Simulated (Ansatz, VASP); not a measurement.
## V: VASP beside Ansatz

```
V
1.0
     0.00000    1.90248    1.90248
     1.90248    0.00000    1.90248
     1.90248    1.90248    0.00000
V
1
Direct
  0.00000 0.00000 0.00000
```

Alike in both runs: task single point; functional PBE; k mesh 8 × 8 × 8; occupations gaussian, width 0.05 eV; collinear spin.

|  | VASP | Ansatz |
| --- | --- | --- |
| version | VASP 6.6.1 | Ansatz 0.2.0 |
| potentials or method | VASP PAW PBE potentials, release 64 (V_sv), cutoff 520 eV | scalar-relativistic, plane waves, PAW |
| valence electrons in the cell | 13 | 13 |

Ansatz gave:

- gap on the k mesh at the Fermi level (eV): none
- pressure (GPa): 2.1
- net moment per atom (μB): 0.08
- size of the moment on the site where the two differ most (μB): 0.07

Problem. What did VASP give for the same quantities?

Solution. gap on the k mesh at the Fermi level (eV): none; pressure (GPa): 2.3; net moment per atom (μB): 0.08; size of the moment on the site where the two differ most (μB): 0.07.

Site moments also hang on the region over which each program counts them. A gap of «none» marks a metal or a gap that the smearing closes. With one functional, cell and mesh, what is left measures potentials, basis and numerics. Ansatz's warnings: seeded moment not kept.
